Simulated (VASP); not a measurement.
LiCl: single point with PBE

LiCl:

```
CELL_PARAMETERS angstrom
6.77947 0.00000 0.00000
0.00000 6.77947 0.00000
0.00000 0.00000 3.60281
ATOMIC_POSITIONS crystal
Li 0.66288 0.66288 0.50000
Li 0.16288 0.83712 0.25000
Li 0.33712 0.33712 0.00000
Li 0.83712 0.16288 0.75000
Cl 0.83004 0.83004 0.00000
Cl 0.33004 0.66996 0.75000
Cl 0.16996 0.16996 0.50000
Cl 0.66996 0.33004 0.25000
```

```json
{
  "Program": "VASP 6.6.1",
  "Task": "single point",
  "Functional": "PBE",
  "Potentials or basis": "VASP PAW PBE potentials, release 64 (Li_sv, Cl)",
  "Cutoff": "520 eV",
  "k mesh": "4 × 4 × 6",
  "Occupations": "gaussian, width 0.1 eV",
  "Spin": "no spin polarisation"
}
```

```yaml
Largest_force: 0.007 eV/Å
Band_gap_on_the_k_mesh: 5.68 eV, indirect (least direct gap 5.73 eV)
```

Forces on the atoms (eV/Å):
```
Li  -0.004 -0.004  0.000
Li  -0.004  0.004  0.000
Li   0.004  0.004  0.000
Li   0.004 -0.004  0.000
Cl  -0.005 -0.005  0.000
Cl  -0.005  0.005  0.000
Cl   0.005  0.005  0.000
Cl   0.005 -0.005  0.000
```

Levels at points of the mesh, in eV from the valence-band top:
```tsv
k point	band 16	band 17	band 18	band 19	band 20	band 21	band 22	band 23	band 24	band 25
(0.00, 0.00, 0.00)	-0.20	-0.10	-0.10	-0.07	-0.05	5.68	7.79	7.79	8.51	8.56
(0.50, 0.00, 0.00)	-0.44	-0.22	-0.22	-0.06	-0.06	6.73	6.73	7.65	7.65	9.08
(0.50, 0.50, 0.00)	-0.64	-0.07	-0.07	-0.06	-0.06	6.77	6.77	7.48	7.48	9.30
(0.00, 0.00, 0.50)	-1.18	-0.47	-0.47	-0.17	-0.17	6.80	6.80	8.52	8.52	9.15
(0.50, 0.00, 0.50)	-0.99	-0.60	-0.60	-0.19	-0.19	7.18	7.18	8.06	8.06	8.82
(0.50, 0.50, 0.50)	-1.11	-0.48	-0.48	-0.48	-0.48	7.73	7.73	7.73	7.73	8.78
```

Run time: 52 s on 1 thread of Intel(R) Xeon(R) 6975P-C (Granite Rapids), on a shared host, peak memory 0.28 GiB.

 A k mesh can miss the band edges.
